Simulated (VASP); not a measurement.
# Co (P6_3/mmc) in VASP: notebook

Runs on Co. Level: PBE. Tasks: single point.

All numbers are computed with VASP 6.6.1; they aren't measurements. Logs are shortened: lines on timing, memory, paths and dates and some standing lists are left out, and cuts for length are marked.

**1. The cell of the first run**

It takes space group P6_3/mmc (No. 194, hexagonal). Conventional cell: a = 2.431 Å, b = 2.431 Å, c = 7.873 Å, α = 90.00°, β = 90.00°, γ = 120.00°. Within 3.2 Å of Co (site symmetry -6m2) lie 12 Co at 2.42 to 2.43 Å. Within 3.2 Å of Co (site symmetry -3m) lie 12 Co at 2.42 to 2.43 Å.

**2. Single point, PBE, collinear spin, ferromagnetic start**

The input, INCAR:

```
PREC = Accurate ; ENCUT = 520
EDIFF = 1E-6 ; ISMEAR = -1
SIGMA = 0.05 ; LREAL = F
LASPH = T ; NELM = 150
ALGO = Normal ; ISIF = 2
LWAVE = F ; LCHARG = F
ISPIN = 2 ; MAGMOM = 2 2 2 2
LORBIT = 11 ; LMAXMIX = 4
GGA = PE ; NBANDS = 30
```

The input, KPOINTS:

```
regular mesh
0
Gamma
  12 12 4
```

The input, POSCAR:

```
Co
1.0
    2.4307260033      0.0000000000      0.0000000000
   -1.2153630017      2.1050704685      0.0000000000
    0.0000000000      0.0000000000      7.8725821684
Co
4
Direct
    0.6666666667      0.3333333333      0.7500000000
    0.0000000000      0.0000000000      0.5000000000
    0.3333333333      0.6666666667      0.2500000000
    0.0000000000      0.0000000000      0.0000000000
```

Potentials or basis: VASP PAW PBE potentials, release 64 (Co).

Run with:

```sh
cat potpaw_PBE.64/Co/POTCAR > POTCAR
mpirun -np 1 vasp_std > vasp.out
```

OUTCAR:

```text
PREC = Accurate
   ENCUT = 520
   EDIFF = 1E-6
   ISMEAR = -1
   LREAL = F
   LASPH = T
   NELM = 150
   ISIF = 2
   ISPIN = 2
   LORBIT = 11
   GGA = PE

 ion  position               nearest neighbor table
   1  0.667  0.333  0.750-   2 2.42   4 2.42   2 2.42   4 2.42   2 2.42   4 2.42
   2  0.000  0.000  0.500-   1 2.42   3 2.42   1 2.42   3 2.42   1 2.42   3 2.42
   3  0.333  0.667  0.250-   2 2.42   4 2.42   2 2.42   4 2.42   2 2.42   4 2.42
   4  0.000  0.000  0.000-   1 2.42   3 2.42   1 2.42   3 2.42   1 2.42   3 2.42

  LATTYP: Found a hexagonal cell.
 ALAT       =     2.4307260033
 C/A-ratio  =     3.2387781090

  Lattice vectors:

 A1 = (   2.4307260033,   0.0000000000,   0.0000000000)
 A2 = (  -1.2153630017,   2.1050704685,   0.0000000000)
 A3 = (   0.0000000000,   0.0000000000,   7.8725821684)

Analysis of symmetry for initial positions (statically):
=====================================================================
 Subroutine PRICEL returns:
 Original cell was already a primitive cell.

 Routine SETGRP: Setting up the symmetry group for a
 hexagonal supercell.

 Subroutine GETGRP returns: Found 24 space group operations
 (whereof 12 operations were pure point group operations)
 out of a pool of 24 trial point group operations.

The static configuration has the point symmetry D_3d.
 The point group associated with its full space group is D_6h.

Analysis of symmetry for dynamics (positions and initial velocities):
=====================================================================
 Subroutine PRICEL returns:
 Original cell was already a primitive cell.

 Routine SETGRP: Setting up the symmetry group for a
 hexagonal supercell.

 Subroutine GETGRP returns: Found 24 space group operations
 (whereof 12 operations were pure point group operations)
 out of a pool of 24 trial point group operations.

The dynamic configuration has the point symmetry D_3d.
 The point group associated with its full space group is D_6h.

Analysis of structural, dynamic, and magnetic symmetry:
=====================================================================
 Subroutine PRICEL returns:
 Original cell was already a primitive cell.

 Routine SETGRP: Setting up the symmetry group for a
 hexagonal supercell.

 Subroutine GETGRP returns: Found 24 space group operations
 (whereof 12 operations were pure point group operations)
 out of a pool of 24 trial point group operations.

The overall configuration has the point symmetry D_3d.
 The point group associated with its full space group is D_6h.

 Subroutine INISYM returns: Found 24 space group operations
 (whereof 12 operations are pure point group operations),
 and found     1 'primitive' translations

----------------------------------------------------------------------------------------

                                     Primitive cell

  volume of cell :      40.2828

  direct lattice vectors                    reciprocal lattice vectors
     2.430726003  0.000000000  0.000000000     0.411399721  0.237521740  0.000000000
    -1.215363002  2.105070469  0.000000000     0.000000000  0.475043480  0.000000000
     0.000000000  0.000000000  7.872582168     0.000000000  0.000000000  0.127023126

  length of vectors
     2.430726003  2.430726003  7.872582168     0.475043480  0.475043480  0.127023126

  position of ions in fractional coordinates (direct lattice)
     0.666666667  0.333333333  0.750000000
     0.000000000  0.000000000  0.500000000
     0.333333333  0.666666667  0.250000000
     0.000000000  0.000000000  0.000000000

  ion indices of the primitive-cell ions
   primitive index   ion index
                 1           1
                 2           2
                 3           3
                 4           4

----------------------------------------------------------------------------------------

 KPOINTS: regular mesh

Automatic generation of k-mesh.
 Grid dimensions read from file:
 generate k-points for:   12   12    4

 Generating k-lattice:

  Cartesian coordinates                     Fractional coordinates (reciprocal lattice)
     0.034283310  0.019793478  0.000000000     0.083333333  0.000000000  0.000000000
     0.000000000  0.039586957  0.000000000     0.000000000  0.083333333  0.000000000
     0.000000000  0.000000000  0.031755782     0.000000000  0.000000000  0.250000000

  Length of vectors
     0.039586957  0.039586957  0.031755782

  Shift w.r.t. Gamma in fractional coordinates (k-lattice)
     0.000000000  0.000000000  0.000000000

 Subroutine IBZKPT returns following result:
 ===========================================

 Found     57 irreducible k-points:

 Following reciprocal coordinates:
            Coordinates               Weight
  0.000000  0.000000  0.000000      1.000000
  0.083333  0.000000  0.000000      6.000000
  0.166667  0.000000  0.000000      6.000000
  0.250000  0.000000  0.000000      6.000000
  0.333333  0.000000  0.000000      6.000000
  0.416667  0.000000  0.000000      6.000000
[... 16 lines left out ...]
  0.250000  0.000000  0.250000     12.000000
  0.333333  0.000000  0.250000     12.000000
 [... further k-points ...]
   k-points           NKPTS =     57   k-points in BZ     NKDIM =     57   number of bands    NBANDS=     30
   number of dos      NEDOS =    301   number of ions     NIONS =      4
   total plane-waves  NPLWV =  19440
   dimension x,y,z NGX =    18 NGY =   18 NGZ =   60
   dimension x,y,z NGXF=    36 NGYF=   36 NGZF=  120
   ions per type =               4
   NGX,Y,Z   is equivalent  to a cutoff of  12.31, 12.31, 12.67 a.u.
   NGXF,Y,Z  is equivalent  to a cutoff of  24.62, 24.62, 25.34 a.u.
 SYSTEM =  unknown system
   PREC   = accura    normal or accurate (medium, high low for compatibility)
   ISTART =      0    job   : 0-new  1-cont  2-samecut
   ICHARG =      2    charge: 1-file 2-atom 10-const
   ISPIN  =      2    spin polarized calculation?
   LNONCOLLINEAR =      F non collinear calculations
   LSORBIT =      F    spin-orbit coupling
   LASPH  =      T    aspherical Exc in radial PAW
   ENCUT  =  520.0 eV  38.22 Ry    6.18 a.u.   4.52  4.52 14.64*2*pi/ulx,y,z
   NELM   =    150;   NELMIN=  2; NELMDL= -5     # of ELM steps
   EDIFF  = 0.1E-05   stopping-criterion for ELM
   LREAL  =      F    real-space projection
   EDIFFG = 0.1E-04   stopping-criterion for IOM
   NSW    =      0    number of steps for IOM
   IBRION =     -1    ionic relax: 0-MD 1-quasi-New 2-CG
   NFREE  =      0    steps in history (QN), initial steepest desc. (CG)
   ISIF   =      2    stress and relaxation
   ISYM   =      2    0-nonsym 1-usesym 2-fastsym
   POTIM  = 0.5000    time-step for ionic-motion
   TEBEG  =    0.0;   TEEND  =   0.0 temperature during run
   PSTRESS=    0.0 pullay stress
   NELECT =      36.0000    total number of electrons
   NUPDOWN=      -1.0000    fix difference up-down
   EMIN   =  10.00;   EMAX   =-10.00  energy-range for DOS
   EFERMI =   0.00;   METHOD = LEGACY
   ISMEAR =    -1;   SIGMA  =   0.05  broadening in eV -4-tet -1-fermi 0-gaus
   EFERMI_NEDOS =   21; number of points for ismear=-14 and -15
   IALGO  =     38    algorithm
   IMIX   =      4    mixing-type and parameters
     AMIX     =   0.40;   BMIX     =  1.00
     AMIX_MAG =   1.60;   BMIX_MAG =  1.00
  volume/ion in A,a.u.               =      10.07        67.96
  Fermi-wavevector in a.u.,A,eV,Ry     =   1.576894  2.979897 33.832156  2.486593
  Thomas-Fermi vector in A             =   2.677658
   LORBIT       =     11    0 simple, 1 ext, 2 COOP (PROOUT), +10 PAW based schemes
   GGA     = PE    functional components
   LHFCALC =     F    Hartree Fock is set to
   AEXX    =    0.0000 exact exchange contribution
   IVDW    =     0    specifies the selected vdW correction
   LEPSILON=     F    determine dielectric tensor
   LRPA    =     F    only Hartree local field effects (RPA)
 spin polarized calculation
  energy-cutoff  :      520.00
  volume of cell :       40.28
 maximum number of plane-waves:      1110
   NGX =  9   NGY =  9   NGZ = 29

 number of electron      35.9999968 magnetization       6.2664975

 Free energy of the ion-electron system (eV)
  ---------------------------------------------------
  ext. energy  EPLUGINS =         0.00000000
  ---------------------------------------------------
  free energy    TOTEN  =       -27.95470255 eV

  energy without entropy =      -27.92087311  energy(sigma->0) =      -27.93778783

 E-fermi :  11.4101     XC(G=0): -13.8487

 val. band max:       11.4087550914   @ k =   0.2500   0.0833   0.0000
 cond. band min:      11.4196601986   @ k =   0.1667   0.1667   0.0000
 fundamental gap:      0.0109051073
 Fermi energy:        11.4101139884

 spin component 1

 k-point     1 :       0.0000    0.0000    0.0000
  band No.  band energies     occupation
      1       1.9929      1.00000
      2       4.3282      1.00000
      3       4.3535      1.00000
      4       5.8751      1.00000
      5       8.2677      1.00000
      6       8.3030      1.00000
[... 781 lines left out ...]
     29      27.0513      0.00000
     30      27.7652      0.00000

 [... further k-points ...]

 spin component 2

 k-point     1 :       0.0000    0.0000    0.0000
  band No.  band energies     occupation
      1       2.0165      1.00000
      2       4.4386      1.00000
      3       4.4428      1.00000
      4       6.7726      1.00000
      5       9.5530      1.00000
      6       9.6150      1.00000
[... 781 lines left out ...]
     29      27.4208      0.00000
     30      28.1731      0.00000

 [... further k-points ...]

------------------------ aborting loop because EDIFF is reached ----------------------------------------

  FORCE on cell =-STRESS in cart. coord.  units (eV):
  Direction    XX          YY          ZZ          XY          YZ          ZX
  --------------------------------------------------------------------------------------
  -------------------------------------------------------------------------------------
  Total        4.7130986      4.7130986      4.7269950     -0.0000000     -0.0000000      0.0000000
  in kB      187.4551002    187.4551002    188.0078054     -0.0000000     -0.0000000      0.0000000
  external PRESSURE =     187.6393353 kB  Pullay stress =       0.0000000 kB

 VOLUME and BASIS-vectors are now :
 -----------------------------------------------------------------------------
  energy-cutoff  :      520.00
  volume of cell :       40.28
      direct lattice vectors                 reciprocal lattice vectors
     2.430726003  0.000000000  0.000000000     0.411399721  0.237521740  0.000000000
    -1.215363002  2.105070469  0.000000000     0.000000000  0.475043480  0.000000000
     0.000000000  0.000000000  7.872582168     0.000000000  0.000000000  0.127023126

 POSITION                                       TOTAL-FORCE (eV/Angst)
 -----------------------------------------------------------------------------------
      1.21536      0.70169      5.90444         0.000000      0.000000     -0.000000
      0.00000      0.00000      3.93629        -0.000000      0.000000      0.000000
     -0.00000      1.40338      1.96815        -0.000000     -0.000000      0.000000
      0.00000      0.00000      0.00000        -0.000000      0.000000      0.000000
 -----------------------------------------------------------------------------------
    total drift:                                0.000000     -0.000000      0.000000

  FREE ENERGIE OF THE ION-ELECTRON SYSTEM (eV)
  ---------------------------------------------------
  free  energy   TOTEN  =       -27.9547025480 eV

  energy  without entropy=      -27.9208731113  energy(sigma->0) =      -27.93778783

 total charge

# of ion       s       p       d       tot
------------------------------------------
    1        0.522   0.593   7.311   8.426
    2        0.523   0.589   7.320   8.432
    3        0.522   0.593   7.311   8.426
    4        0.523   0.589   7.320   8.432
--------------------------------------------------
tot          2.090   2.364  29.263  33.716

 magnetization (x)

# of ion       s       p       d       tot
------------------------------------------
    1       -0.015  -0.053   1.648   1.581
    2       -0.015  -0.050   1.625   1.560
    3       -0.015  -0.053   1.648   1.581
    4       -0.015  -0.050   1.625   1.560
--------------------------------------------------
tot         -0.059  -0.205   6.547   6.282
```

It took 70 s on 1 thread of Intel Xeon 6975P-C (Granite Rapids), shared host; peak memory 0.22 GiB.

Results:

```
Free energy                                           : -27.9547 eV
Pressure                                              : 18.8 GPa
Net moment                                            : 6.27 μB per cell
Site moments                                          : Co +1.58, +1.56 (each value once) μB
Valence electrons inside the program's atomic spheres : Co 8.43
```

Caveat: the cell stands under pressure.

**3. Single point, PBE, collinear spin, ferromagnetic start**

This run uses another cell than the first one, of 10.46 Å³/atom.

The input, INCAR:

```
ALGO = Normal
EDIFF = 1E-6
ENCUT = 520
GGA = PE
ISIF = 2
ISMEAR = -1
ISPIN = 2
LASPH = T
LCHARG = F
LMAXMIX = 4
LORBIT = 11
LREAL = F
LWAVE = F
MAGMOM = 2 2 2 2
NBANDS = 30
NELM = 150
PREC = Accurate
SIGMA = 0.05
```

The input, KPOINTS:

```
k-points
0
Gamma
  12 12 4
```

The input, POSCAR:

```
Co
1.0
    2.4625067726      0.0000000000      0.0000000000
   -1.2312533863      2.1325934220      0.0000000000
    0.0000000000      0.0000000000      7.9639838922
Co
4
Direct
    0.6666666667      0.3333333333      0.7500000000
    0.0000000000      0.0000000000      0.5000000000
    0.3333333333      0.6666666667      0.2500000000
    0.0000000000      0.0000000000      0.0000000000
```

Potentials or basis: VASP PAW PBE potentials, release 64 (Co).

Run with:

```sh
cat potpaw_PBE.64/Co/POTCAR > POTCAR
mpirun -np 1 vasp_std > vasp.out
```

OUTCAR:

```text
EDIFF = 1E-6
   ENCUT = 520
   GGA = PE
   ISIF = 2
   ISMEAR = -1
   ISPIN = 2
   LASPH = T
   LORBIT = 11
   LREAL = F
   NELM = 150
   PREC = Accurate

 ion  position               nearest neighbor table
   1  0.667  0.333  0.750-   2 2.45   4 2.45   2 2.45   4 2.45   2 2.45   4 2.45
   2  0.000  0.000  0.500-   1 2.45   3 2.45   3 2.45   1 2.45   1 2.45   3 2.45
[... 1818 lines left out ...]
  energy-cutoff  :      520.00
  volume of cell :       41.82
      direct lattice vectors                 reciprocal lattice vectors
     2.462506773  0.000000000  0.000000000     0.406090254  0.234456317  0.000000000
    -1.231253386  2.132593422  0.000000000     0.000000000  0.468912635  0.000000000
     0.000000000  0.000000000  7.963983892     0.000000000  0.000000000  0.125565297

 POSITION                                       TOTAL-FORCE (eV/Angst)
 -----------------------------------------------------------------------------------
      1.23125      0.71086      5.97299         0.000000      0.000000     -0.000000
      0.00000      0.00000      3.98199         0.000000      0.000000     -0.000000
     -0.00000      1.42173      1.99100        -0.000000     -0.000000      0.000000
      0.00000      0.00000      0.00000         0.000000      0.000000     -0.000000
 -----------------------------------------------------------------------------------
    total drift:                                0.000000     -0.000000      0.000000

  FREE ENERGIE OF THE ION-ELECTRON SYSTEM (eV)
  ---------------------------------------------------
  free  energy   TOTEN  =       -28.0860503686 eV

  energy  without entropy=      -28.0525743317  energy(sigma->0) =      -28.06931235

 total charge

# of ion       s       p       d       tot
------------------------------------------
    1        0.506   0.558   7.280   8.345
    2        0.507   0.554   7.288   8.349
    3        0.506   0.558   7.280   8.345
    4        0.507   0.554   7.288   8.349
--------------------------------------------------
tot          2.025   2.225  29.138  33.388

 magnetization (x)

# of ion       s       p       d       tot
------------------------------------------
    1       -0.013  -0.052   1.705   1.640
    2       -0.014  -0.049   1.683   1.620
    3       -0.013  -0.052   1.705   1.640
    4       -0.014  -0.049   1.683   1.620
--------------------------------------------------
tot         -0.054  -0.202   6.776   6.521
```

OSZICAR:

```text
N       E                     dE             d eps       ncg     rms          rms(c)
DAV:   1     0.239602822888E+03    0.23960E+03   -0.15569E+04  6976   0.164E+03
DAV:   2    -0.166546865021E+02   -0.25626E+03   -0.23862E+03  6840   0.310E+02
DAV:   3    -0.318461003967E+02   -0.15191E+02   -0.14325E+02  7650   0.101E+02
DAV:   4    -0.321285190186E+02   -0.28242E+00   -0.28197E+00  8460   0.136E+01
DAV:   5    -0.321403087979E+02   -0.11790E-01   -0.11789E-01  9294   0.219E+00    0.219E+01
DAV:   6    -0.287074419611E+02    0.34329E+01   -0.23678E+01  7658   0.725E+01    0.931E+00
DAV:   7    -0.285320859390E+02    0.17536E+00   -0.44328E+00  7840   0.378E+01    0.116E+01
DAV:   8    -0.287508356257E+02   -0.21875E+00   -0.54341E+00  7974   0.466E+01    0.124E+01
DAV:   9    -0.281084036259E+02    0.64243E+00   -0.15254E+00  8300   0.254E+01    0.250E+00
DAV:  10    -0.280866837563E+02    0.21720E-01   -0.12363E-01  8522   0.411E+00    0.765E-01
DAV:  11    -0.280855183301E+02    0.11654E-02   -0.11866E-02  8164   0.973E-01    0.389E-01
DAV:  12    -0.280858426471E+02   -0.32432E-03   -0.98778E-04 10608   0.383E-01    0.154E-01
DAV:  13    -0.280860569722E+02   -0.21433E-03   -0.25603E-04  8344   0.196E-01    0.822E-02
DAV:  14    -0.280860483005E+02    0.86717E-05   -0.11765E-04 10868   0.199E-01    0.324E-02
DAV:  15    -0.280860530154E+02   -0.47149E-05   -0.14892E-05  8550   0.447E-02    0.276E-02
DAV:  16    -0.280860505934E+02    0.24219E-05   -0.11356E-05  6612   0.715E-02    0.697E-03
DAV:  17    -0.280860503686E+02    0.22486E-06   -0.93576E-07  3844   0.127E-02
   1 F= -.28086050E+02 E0= -.28069312E+02  d E =-.334760E-01  mag=     6.4780
```

It took 91 s on 1 thread of Intel Xeon 6975P-C (Granite Rapids), shared host; peak memory 0.22 GiB.

What came out:

```
Free energy                                           : -28.0861 eV
Pressure                                              : 8.9 GPa
Net moment                                            : 6.48 μB per cell
Site moments                                          : Co +1.64, +1.62 (each value once) μB
Valence electrons inside the program's atomic spheres : Co 8.35
```

Levels at points of the mesh, in eV from the Fermi level:
Spin up:
| k point | band 19 | band 20 | band 21 | band 22 | band 23 | band 24 | band 25 | band 26 |
| --- | --- | --- | --- | --- | --- | --- | --- | --- |
| (0.00, 0.00, 0.00) | -1.51 | -1.16 | -1.16 | -0.74 | -0.74 | -0.16 | 6.63 | 15.39 |
| (0.50, 0.00, 0.00) | -0.49 | -0.47 | 0.25 | 1.40 | 2.56 | 3.20 | 7.22 | 7.25 |
| (0.00, 0.00, 0.50) | -1.66 | -1.66 | -0.93 | -0.93 | -0.93 | -0.93 | 9.71 | 9.71 |
| (0.50, 0.00, 0.50) | -0.54 | -0.54 | 1.29 | 1.29 | 2.89 | 2.89 | 7.58 | 7.58 |
Spin down:
```
           k point  band 10  band 11  band 12  band 13  band 14  band 15  band 16  band 17  band 18  band 19
(0.00, 0.00, 0.00)    -1.20    -1.11    -0.88    -0.88    -0.84    -0.84    -0.20     0.03     0.03     0.39
(0.50, 0.00, 0.00)    -1.24    -0.80    -0.14    -0.10     0.51     1.20     1.25     1.27     1.27     1.35
(0.00, 0.00, 0.50)    -1.10    -1.10    -1.10    -1.00    -1.00    -1.00    -1.00     0.23     0.23     0.23
(0.50, 0.00, 0.50)    -0.93    -0.88    -0.88    -0.24    -0.24     0.84     0.84     1.22     1.22     1.34
```

Caveat: the cell stands under pressure.

(Continued in part 2 of 2.)
